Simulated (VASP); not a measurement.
## MgO: single point with r2SCAN

Crystal: MgO.

```
Mg O
1.0
     2.51763    0.00000    0.00000
     0.00000    2.51763    0.00000
     0.00000    0.00000    2.51763
Mg O
1 1
Direct
  0.00000 0.00000 0.00000
  0.50000 0.50000 0.50000
```

This cell differs from its parent crystal: strain -4.0%.

```yaml
Program: VASP 6.6.1
Task: single point
Functional: r2SCAN
Potentials_or_basis: VASP PAW PBE potentials, release 64 (Mg, O)
Cutoff: 520 eV
k_mesh: 10 × 10 × 10
Occupations: gaussian, width 0.01 eV
Spin: no spin polarisation
Dipole_correction: no
Further_INCAR_settings: ALGO = Normal; EDIFF = 1e-06; NBANDS = 11
```

```json
{"Pressure": "23.7 GPa", "Band gap on the k mesh": "4.77 eV, indirect (least direct gap 5.98 eV)"}
```

Levels at points of the mesh, in eV from the valence-band top:
```
           k point  band 2  band 3  band 4  band 5  band 6  band 7
(0.00, 0.00, 0.00)   -1.21   -1.21   -1.21    4.77   11.70   11.70
(0.50, 0.00, 0.00)   -7.43   -0.70   -0.70    9.22   12.13   16.54
(0.50, 0.50, 0.00)   -5.52   -5.52    0.00    6.38   14.95   14.95
(0.50, 0.50, 0.50)   -4.43   -4.43   -4.43    9.01    9.01    9.01
```

Wall time 34 s on 1 thread of AMD EPYC 7R43 64-Core Processor (Zen 3), with other jobs on the host, peak memory 0.1 GiB.

Caveat: the cell differs from its parent crystal (strain -4.0%); the PAW data sets were made with another functional, which shifts forces and pressure a little. A k mesh can miss the band edges.
